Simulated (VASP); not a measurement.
Wanted: the native input for a VASP 6.6.1 run.

| Item | Value |
| --- | --- |
| Task | single point |
| Functional | PBE |
| Potentials or basis | VASP PAW PBE potentials, release 64 (Ti_sv, Ag) |
| Cutoff | 520 eV |
| k mesh | 6 × 6 × 2 |
| Occupations | gaussian, width 0.1 eV |
| Spin | no spin polarisation |
| Dipole correction | no |
| Further INCAR settings | ALGO = Normal; EDIFF = 1e-07; NBANDS = 24 |

The structure of TiAg2 lies in POSCAR:

```
TiAg2
1.0
    2.8186679700      0.0000000000      0.0000000000
   -1.4093339800      2.4410380600      0.0000000000
    0.0000000000      0.0000000000      7.6168743300
Ti Ag
1 2
Direct
    0.0000000000      0.0000000000      0.5000000000
    0.3333333300      0.6666666700      0.8233132800
    0.6666666700      0.3333333300      0.1766867200
```

These files were run (other wordings do the same):

INCAR

```
PREC = Accurate
ENCUT = 520
EDIFF = 1E-7
ISMEAR = 0
SIGMA = 0.1
LREAL = F
LASPH = T
NELM = 80
ALGO = Normal
ISIF = 2
LWAVE = F
LCHARG = F
GGA = PE
NBANDS = 24
```

KPOINTS

```
Automatic mesh
0
Gamma
  6 6 2
```

Potentials or basis: VASP PAW PBE potentials, release 64 (Ti_sv, Ag).

Command:

```console
$ cat potpaw_PBE.64/Ti_sv/POTCAR potpaw_PBE.64/Ag/POTCAR > POTCAR
$ mpirun -np 1 vasp_std > vasp.out
```

It gave:

| Property | Result |
| --- | --- |
| Pressure | 2.2 GPa |
| Largest force | 0.137 eV/Å |
| Band gap on the k mesh | zero (band 17 reaches 8.60 eV, above the bottom of band 18 at 7.41 eV) |

Caveat: the k points lie up to 0.43 Å⁻¹ apart.

Run time: 32 s on 1 thread of Intel(R) Xeon(R) Platinum 8488C (Sapphire Rapids), with other jobs on the host, peak memory 0.18 GiB.
